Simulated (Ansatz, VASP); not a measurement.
## SbMo: VASP beside Ansatz

File POSCAR:

```
SbMo
1.0
    0.0000000000      2.7601270029      2.7601270029
    2.7601270029      0.0000000000      2.7601270029
    2.7601270029      2.7601270029      0.0000000000
Mo Sb
1 1
Direct
    0.5000000000      0.5000000000      0.5000000000
    0.0000000000      0.0000000000      0.0000000000
```

INCAR.step1

```
SYSTEM = SbMo
ALGO = Normal ; EDIFF = 1E-4
ENCUT = 520 ; GGA = PE
ISMEAR = 0 ; LASPH = .TRUE.
LCHARG = .FALSE. ; LREAL = .FALSE.
LWAVE = .TRUE. ; NBANDS = 16
NELM = 80 ; PREC = Accurate
SIGMA = 0.05
```

The input INCAR.step2:

```
SYSTEM = SbMo
ALGO = Normal ; EDIFF = 1E-6
ENCUT = 520 ; ISIF = 2
ISMEAR = 0 ; ISTART = 1
LASPH = .TRUE. ; LCHARG = .FALSE.
LMIXTAU = .TRUE. ; LREAL = .FALSE.
LWAVE = .FALSE. ; METAGGA = R2SCAN
NBANDS = 16 ; NELM = 80
PREC = Accurate ; SIGMA = 0.05
```

KPOINTS

```
k-points
0
G
  10 10 10
  0 0 0
```

Input for Ansatz:

```yaml
crystal:
  lattice:
    - [0.0, 2.7601270029, 2.7601270029]
    - [2.7601270029, 0.0, 2.7601270029]
    - [2.7601270029, 2.7601270029, 0.0]
  atoms:
    - { symbol: Mo, position: [0.5, 0.5, 0.5] }
    - { symbol: Sb, position: [0.0, 0.0, 0.0] }
basis:
  ecutwfc: 500
  ecutrho_ratio: 4
kpoints:
  mp_grid: { grid: [10, 10, 10] }
hamiltonian:
  xc: r2scan
scf:
  occupations: { method: gaussian, width: 0.05 }
output:
  forces: true
  stress: true
  eigenvalues: true
  populations: true
  write_density: true
  write_potential: true
  elf: true
  volumetric_format: npy
```

Alike in both runs: task single point; functional r2SCAN; k mesh 10 × 10 × 10; occupations gaussian, width 0.05 eV; no spin polarisation.

```csv
,VASP,Ansatz
version,VASP 6.6.1,Ansatz 0.2.0
potentials or method,"VASP PAW PBE potentials, release 64 (Mo_sv, Sb), cutoff 520 eV","scalar-relativistic, plane waves, PAW"
valence electrons in the cell,19,29
```

Ansatz gave:

```
gap on the k mesh at the Fermi level (eV) : none
pressure (GPa)                            : -1.6
```

Question: Which values does VASP return?

Answer: gap on the k mesh at the Fermi level (eV): none; pressure (GPa): -1.5.

VASP's potentials were made for PBE, not for r2SCAN. A gap of «none» marks a metal or a gap that the smearing closes. VASP's potentials hold 19 valence electrons a cell and Ansatz's 29, so a difference there can come from the potentials and not from the codes.

Spin-orbit coupling is off throughout.
